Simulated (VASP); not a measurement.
A run of VASP 6.6.1 is set up as follows.

Contents of INCAR:

```
SYSTEM = Al
PREC = Accurate
ENCUT = 520
EDIFF = 1E-6
ISMEAR = -1
SIGMA = 0.08
LREAL = .FALSE.
LASPH = .TRUE.
NELM = 100
ALGO = Normal
ISIF = 2
LWAVE = .FALSE.
LCHARG = .FALSE.
LDIPOL = .TRUE.
IDIPOL = 3
DIPOL = 0.5 0.5 0.500
GGA = CA
NBANDS = 10
```

Contents of KPOINTS:

```
regular mesh
0
G
  14 10 1
  0 0 0
```

The input POSCAR:

```
Al
1.0
    2.8165331402      0.0000000000      0.0000000000
    0.0000000000      3.9831793658      0.0000000000
    0.0000000000      0.0000000000     17.4083000000
Al
2
Direct
    0.2500000000      0.2500000000      0.4595518640
    0.7500000000      0.7500000000      0.5404481360
```

Potentials or basis: VASP PAW LDA potentials, release 64 (Al).

Run with:

```console
$ cat potpaw_LDA.64/Al/POTCAR > POTCAR
$ mpirun -np 1 vasp_std > vasp.out
```

(1) Estimate the largest force.

(2) Predict the band gap on the k mesh.

Answers

(1) 0.565 eV/Å.

(2) zero (band 3 reaches -0.95 eV, above the bottom of band 4 at -3.42 eV).
